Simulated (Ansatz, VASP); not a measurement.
**One calculation of LuSi2N2, two programs**

```
N Lu Si
1.0
     0.00000    3.89988    0.00000
     3.89988    0.00000    0.00000
     1.94994    1.94994   -4.53128
N Lu Si
2 1 2
Direct
  0.75000 0.25000 0.50000
  0.25000 0.75000 0.50000
  0.00000 0.00000 0.00000
  0.31953 0.31953 0.36093
  0.68047 0.68047 0.63907
```

Alike in both runs: functional LDA; k mesh 5 × 5 × 5; non-collinear spin, spin-orbit coupling.

Ansatz relaxed the structure, and its values are those at the end. VASP's run is a single point on that final structure, the one shown.

|  | VASP | Ansatz |
| --- | --- | --- |
| version | VASP 6.6.1 | Ansatz 0.2.0 |
| potentials or method | VASP PAW PBE potentials, release 64 (N, Lu, Si), cutoff 520 eV | PAW plane waves |
| occupations | fermi-dirac, width 0.1 eV | fermi-dirac |
| valence electrons in the cell | 43 | 43 |

|  | VASP | Ansatz | Ansatz less VASP |
| --- | --- | --- | --- |
| pressure (GPa) | -17.0 | -17.6 | -0.66 |
| rms of the force components (eV/Å) | 0.017 | 0.001 | -0.0164 |

VASP's potentials were made for PBE, not for LDA. LDA's correlation is that of Perdew and Zunger in VASP and of Perdew and Wang (1992) in Ansatz. Ansatz's warnings: stress scf threshold loose.
